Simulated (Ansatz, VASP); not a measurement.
**One calculation of BN, two programs**

```
B N
1.0
     2.54011    0.00000    0.00000
    -1.27005    2.19980    0.00000
     0.00000    0.00000    4.11968
B N
2 2
Direct
  0.66667 0.33333 0.99998
  0.33333 0.66667 0.49998
  0.66667 0.33333 0.62502
  0.33333 0.66667 0.12502
```

Change from the starting cell: strain +e along x and -e along y +0.0000, strain +e along z and -e/2 along x and y -0.0133.

Alike in both runs: functional LDA; k mesh 12 × 12 × 6; occupations gaussian, width 0.05 eV; no spin polarisation.

Ansatz relaxed the structure, and its values are those at the end. VASP's run is a single point on that final structure, the one shown.

|  | VASP | Ansatz |
| --- | --- | --- |
| version | VASP 6.6.1 | Ansatz 0.2.0 |
| potentials or method | VASP PAW LDA potentials, release 64 (B, N), cutoff 600 eV | scalar-relativistic, plane waves, PAW |
| valence electrons in the cell | 16 | 16 |

VASP gave:

| Property | Result |
| --- | --- |
| gap on the k mesh at the Fermi level (eV) | 5.01 |
| least direct gap on the mesh (eV) | 8.16 |
| pressure (GPa) | 1.0 |

What did Ansatz give for the same quantities?

gap on the k mesh at the Fermi level (eV): 5.04; least direct gap on the mesh (eV): 8.18; pressure (GPa): 0.3.

LDA's correlation is that of Perdew and Zunger in VASP and of Perdew and Wang (1992) in Ansatz. Ansatz's warnings: stress scf threshold loose.
